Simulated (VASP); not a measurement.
# BAs (F-43m) in VASP: further runs, part 2 of 2

VASP 6.6.1. Earlier steps stand in the parts before.

## Step 3: Single point, r2SCAN (volume scaled by 0.91)

POSCAR

```
BAs
1.0
    0.0000000000      2.3178924002      2.3178924002
    2.3178924002      0.0000000000      2.3178924002
    2.3178924002      2.3178924002      0.0000000000
B As
1 1
Direct
    0.0000000000      0.0000000000      0.0000000000
    0.2500000000      0.2500000000      0.2500000000
```

INCAR.step1

```
SYSTEM = BAs
PREC     = Accurate       ! precision mode
ENCUT    = 520            ! plane-wave cutoff, eV
ISMEAR   = 0              ! smearing method
SIGMA    = 0.02           ! smearing width, eV
LREAL    = .FALSE.        ! projectors in reciprocal space
LASPH    = .TRUE.         ! aspherical terms in the spheres
NELM     = 80             ! most SCF steps
NBANDS   = 11             ! bands
GGA      = PE             ! functional
ALGO     = Normal         ! electronic algorithm
EDIFF    = 1E-4           ! SCF threshold, eV
LWAVE    = .TRUE.         ! write WAVECAR
LCHARG   = .FALSE.        ! write CHGCAR
```

INCAR.step2

```
SYSTEM = BAs
PREC     = Accurate       ! precision mode
ENCUT    = 520            ! plane-wave cutoff, eV
EDIFF    = 1E-6           ! SCF threshold, eV
ISMEAR   = 0              ! smearing method
SIGMA    = 0.02           ! smearing width, eV
LREAL    = .FALSE.        ! projectors in reciprocal space
LASPH    = .TRUE.         ! aspherical terms in the spheres
NELM     = 80             ! most SCF steps
ALGO     = Normal         ! electronic algorithm
ISIF     = 2              ! what is computed and relaxed
LWAVE    = .FALSE.        ! write WAVECAR
LCHARG   = .TRUE.         ! write CHGCAR
METAGGA  = R2SCAN         ! meta-GGA
LMIXTAU  = .TRUE.       
LELF     = .TRUE.         ! ELF
LVHAR    = .TRUE.       
NBANDS   = 11             ! bands
ISTART   = 1
```

KPOINTS

```
regular mesh
0
G
  10 10 10
  0 0 0
```

Potentials or basis: VASP PAW PBE potentials, release 64 (B, As).

Command:

```
> cat potpaw_PBE.64/B/POTCAR potpaw_PBE.64/As/POTCAR > POTCAR
> cp INCAR.step1 INCAR
> mpirun -np 1 vasp_std > vasp.out
> cp INCAR.step2 INCAR
> mpirun -np 1 vasp_std > vasp.out
```

OUTCAR:

```text
SYSTEM = BAs
   PREC = Accurate
   ENCUT = 520
   EDIFF = 1E-6
   ISMEAR = 0
   LREAL = .FALSE.
   LASPH = .TRUE.
   NELM = 80
   ISIF = 2
   METAGGA = R2SCAN
   ISTART = 1

 ion  position               nearest neighbor table
   1  0.000  0.000  0.000-   2 2.01   2 2.01   2 2.01   2 2.01
   2  0.250  0.250  0.250-   1 2.01   1 2.01   1 2.01   1 2.01

  LATTYP: Found a face centered cubic cell.
 ALAT       =     4.6357848004

  Lattice vectors:

 A1 = (   0.0000000000,   2.3178924002,   2.3178924002)
 A2 = (   2.3178924002,   0.0000000000,   2.3178924002)
 A3 = (   2.3178924002,   2.3178924002,   0.0000000000)

Analysis of symmetry for initial positions (statically):
=====================================================================
 Subroutine PRICEL returns:
 Original cell was already a primitive cell.

 Routine SETGRP: Setting up the symmetry group for a
 face centered cubic supercell.

 Subroutine GETGRP returns: Found 24 space group operations
 (whereof 24 operations were pure point group operations)
 out of a pool of 48 trial point group operations.

The static configuration has the point symmetry T_d .

Analysis of symmetry for dynamics (positions and initial velocities):
=====================================================================
 Subroutine PRICEL returns:
 Original cell was already a primitive cell.

 Routine SETGRP: Setting up the symmetry group for a
 face centered cubic supercell.

 Subroutine GETGRP returns: Found 24 space group operations
 (whereof 24 operations were pure point group operations)
 out of a pool of 48 trial point group operations.

The dynamic configuration has the point symmetry T_d .

 Subroutine INISYM returns: Found 24 space group operations
 (whereof 24 operations are pure point group operations),
 and found     1 'primitive' translations

----------------------------------------------------------------------------------------

                                     Primitive cell

  volume of cell :      24.9063
[... 112 lines left out ...]
  Thomas-Fermi vector in A             =   2.257813
   LORBIT       =      0    0 simple, 1 ext, 2 COOP (PROOUT), +10 PAW based schemes
   METAGGA = R2SCAN    functional components
   LHFCALC =     F    Hartree Fock is set to
   AEXX    =    0.0000 exact exchange contribution
   IVDW    =     0    specifies the selected vdW correction
   LEPSILON=     F    determine dielectric tensor
   LRPA    =     F    only Hartree local field effects (RPA)
 non-spin polarized calculation
 Gauss-broadening in eV      SIGMA  =   0.02
  energy-cutoff  :      520.00
  volume of cell :       24.91
 maximum number of plane-waves:       692
   NGX = 13   NGY = 13   NGZ = 13

 number of electron       8.0000000 magnetization

 Free energy of the ion-electron system (eV)
  ---------------------------------------------------
  ext. energy  EPLUGINS =         0.00000000
  ---------------------------------------------------
  free energy    TOTEN  =       -22.13529441 eV

  energy without entropy =      -22.13529441  energy(sigma->0) =      -22.13529441

 E-fermi :   7.2245     XC(G=0): -11.5467

 val. band max:        7.0699346573   @ k =   0.0000   0.0000   0.0000
 cond. band min:       8.3383908513   @ k =   0.4000   0.4000   0.0000
 fundamental gap:      1.2684561939
 Fermi energy:         7.2244513470

 k-point     1 :       0.0000    0.0000    0.0000
  band No.  band energies     occupation
      1      -9.9792      2.00000
      2       7.0699      2.00000
      3       7.0699      2.00000
      4       7.0699      2.00000
      5      10.6240      0.00000
      6      10.6240      0.00000
      7      10.6240      0.00000
      8      13.4531      0.00000
      9      17.9712      0.00000
     10      20.8742      0.00000
     11      20.8742      0.00000
[... 309 lines left out ...]
 k-point    24 :       0.4000    0.3000    0.0000
  band No.  band energies     occupation
      1      -6.9347      2.00000
      2      -0.0229      2.00000
      3       2.4800      2.00000
      4       3.0282      2.00000
      5       8.9210      0.00000
      6      10.7970      0.00000
      7      17.1769      0.00000
      8      17.3311      0.00000
      9      20.8925      0.00000
     10      24.2642      0.00000
     11      25.1102      0.00000

 [... further k-points ...]
[... 5 lines left out ...]
  --------------------------------------------------------------------------------------
  -------------------------------------------------------------------------------------
  Total        2.5817437      2.5817437      2.5817437      0.0000000     -0.0000000      0.0000000
  in kB      166.0786854    166.0786854    166.0786854      0.0000000     -0.0000000      0.0000000
  external PRESSURE =     166.0786854 kB  Pullay stress =       0.0000000 kB

 VOLUME and BASIS-vectors are now :
 -----------------------------------------------------------------------------
  energy-cutoff  :      520.00
  volume of cell :       24.91
      direct lattice vectors                 reciprocal lattice vectors
     0.000000000  2.317892400  2.317892400    -0.215713206  0.215713206  0.215713206
     2.317892400  0.000000000  2.317892400     0.215713206 -0.215713206  0.215713206
     2.317892400  2.317892400  0.000000000     0.215713206  0.215713206 -0.215713206

 POSITION                                       TOTAL-FORCE (eV/Angst)
 -----------------------------------------------------------------------------------
      0.00000      0.00000      0.00000         0.000000      0.000000      0.000000
      1.15895      1.15895      1.15895        -0.000000     -0.000000     -0.000000
 -----------------------------------------------------------------------------------
    total drift:                                0.000000      0.000000      0.000000

  FREE ENERGIE OF THE ION-ELECTRON SYSTEM (eV)
  ---------------------------------------------------
  free  energy   TOTEN  =       -22.1352944067 eV

  energy  without entropy=      -22.1352944067  energy(sigma->0) =      -22.13529441
```

OUTCAR.step1:

```text
SYSTEM = BAs
   PREC = Accurate
   ENCUT = 520
   ISMEAR = 0
   LREAL = .FALSE.
   LASPH = .TRUE.
[... 557 lines left out ...]
      0.00000      0.00000      0.00000        -0.000000      0.000000      0.000000
      1.15895      1.15895      1.15895         0.000000     -0.000000     -0.000000
 -----------------------------------------------------------------------------------
    total drift:                                0.000000      0.000000      0.000000

  FREE ENERGIE OF THE ION-ELECTRON SYSTEM (eV)
  ---------------------------------------------------
  free  energy   TOTEN  =       -11.2487364391 eV

  energy  without entropy=      -11.2487364391  energy(sigma->0) =      -11.24873644
```

It took 23 s on 1 thread of Intel Xeon Platinum 8488C (Sapphire Rapids), shared host; peak memory 0.14 GiB.

What came out:

- Free energy: -22.1353 eV
- Pressure: 16.6 GPa
- Band gap on the k mesh: 1.27 eV, indirect (least direct gap 3.55 eV)

Caveat: the PAW data sets were made with another functional, which shifts forces and pressure a little.
